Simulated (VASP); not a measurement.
Here is a VASP 6.6.1 calculation.

File INCAR:

```
SYSTEM = Te2Mo
  ALGO = Normal
  EDIFF = 1E-7
  ENCUT = 520
  GGA = PE
  ISIF = 2
  ISMEAR = 0
  ISPIN = 2
  LASPH = .True.
  LCHARG = .True.
  LELF = .True.
  LMAXMIX = 4
  LORBIT = 11
  LREAL = .False.
  LVHAR = .True.
  LWAVE = .False.
  MAGMOM = 0 0 0 0 1 1
  NBANDS = 39
  NELM = 150
  PREC = Accurate
  SIGMA = 0.1
```

Contents of KPOINTS:

```
k-points
0
Gamma
  3 3 3
  0 0 0
```

The input POSCAR:

```
Te2Mo
1.0
    4.5390412533      2.6206166894      2.6620350340
   -4.5390412533      2.6206166894      2.6620350340
    0.0000000000     -5.2412333789      2.6620350340
Te Mo
4 2
Direct
    0.0000000000      0.0000000000      0.5000000000
    0.5000000000      0.0000000000      0.0000000000
    0.0000000000      0.5000000000      0.0000000000
    0.5000000000      0.5000000000      0.5000000000
    0.8571058762      0.8571058762      0.8571058762
    0.1428941238      0.1428941238      0.1428941238
```

Potentials or basis: VASP PAW PBE potentials, release 64 (Te, Mo_sv).

The run is started by

```bash
$ cat potpaw_PBE.64/Te/POTCAR potpaw_PBE.64/Mo_sv/POTCAR > POTCAR
$ mpirun -np 1 vasp_std > vasp.out
```

(1) Predict the pressure.

(2) Predict the net moment.

(3) Estimate the band gap on the k mesh.

Results:

(1) 0.1 GPa.

(2) 0.00 μB per cell.

(3) zero (filled and empty bands overlap).

Caveat: the k points lie up to 0.37 Å⁻¹ apart; spin-orbit coupling is left out, which moves the levels of the heavy elements.
